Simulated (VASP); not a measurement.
Write the native input for VASP 6.6.1 that does the following.

- Task: single point
- Functional: PBE
- Dispersion: D3(BJ)
- Potentials or basis: VASP PAW PBE potentials, release 64 (O, H, C)
- Cutoff: 520 eV
- k mesh: 1 × 1 × 1
- Occupations: fermi-dirac, width 0.05 eV
- Spin: no spin polarisation
- Dipole correction: no
- Further INCAR settings: LREAL = Auto; ALGO = Normal; EDIFF = 1e-07; NBANDS = 72

The structure of H22CO12 lies in POSCAR:

```
H22CO12
1.0
    7.1334920000      0.0000000000      0.0000000000
    0.0000000000      7.1334920000      0.0000000000
    0.0000000000      0.0000000000      7.1334920000
O H C
12 22 1
Direct
    0.4738352549      0.5077737523      0.4278269324
    0.1880285280      0.6791063900     -0.0411439446
    0.1951358465      0.0405411543      0.9770950889
    0.4488965573      0.4716063325      0.9188627393
    0.6164582507     -0.1103246489      1.0739060197
    0.5438150067      0.1656692122      0.3606508566
    0.1476415758      0.8502567887      0.4506768915
   -0.0083269176      0.2167241514      0.3076894177
    0.7504739614      0.8696021528      0.4639522971
    0.8965735155      0.5320676045      1.1030922864
    0.7536701520      0.5049560580      0.7827022165
    0.9749082217      0.2684659911      0.7221147791
    0.5920101964      0.5108437775      0.4736389976
    0.4508871672      0.3632302384      0.4207476507
    0.0669517818      0.6157993869     -0.0339525158
    0.1838650692      0.8312198289     -0.0245602014
    0.1807670072      0.0684797852      1.1234049187
    0.1256607563      0.1117685420      0.8684105905
    0.3095258255      0.5614641469      0.9386006180
    0.4979468681      0.3886175242      1.0132484904
    0.4826948709     -0.1754400229      1.0231735032
    0.6701486453     -0.0683115647      0.9635112789
    0.6425604739      0.0689984653      0.3915754023
    0.6056080248      0.2313172847      0.2629848046
    0.2193035332      0.8567753353      0.5549175635
    0.2409619300      0.7788191253      0.3658096203
   -0.0356627582      0.2646529918      0.1903836158
    0.0303918474      0.3443755176      0.3705758694
    0.8865643923      0.9116012186      0.4384528643
    0.7033581870      0.8055521756      0.3598798457
    0.8636163046      0.6594245848      1.1417830145
    0.8049493852      0.4961104603      1.0176642800
    0.6073743406      0.4663774768      0.8142155343
    0.8000289339      0.3730150675      0.5379413056
    0.8533548506      0.3778934637      0.6707093805
```

One way to write it, as run:

INCAR

```
  PREC = Accurate
  ENCUT = 520
  EDIFF = 1E-7
  ISMEAR = -1
  SIGMA = 0.05
  LREAL = Auto
  LASPH = True
  NELM = 60
  ALGO = Normal
  ISIF = 2
  LWAVE = False
  LCHARG = False
  GGA = PE
  IVDW = 12
  NBANDS = 72
```

KPOINTS

```
Automatic mesh
0
Gamma
  1 1 1
```

Potentials or basis: VASP PAW PBE potentials, release 64 (O, H, C).

Command:

```sh
$ cat potpaw_PBE.64/O/POTCAR potpaw_PBE.64/H/POTCAR potpaw_PBE.64/C/POTCAR > POTCAR
$ mpirun -np 1 vasp_gam > vasp.out
```

Results of the run:

- Pressure: 0.6 GPa
- Largest force: 5.444 eV/Å
- Band gap on the k mesh: 4.04 eV
- Dispersion energy per atom: -0.035 eV

Caveat: the k points lie up to 0.88 Å⁻¹ apart.

Wall time 53 s on 1 thread of AMD EPYC 7R43 64-Core Processor (Zen 3), on a shared host, peak memory 0.31 GiB.
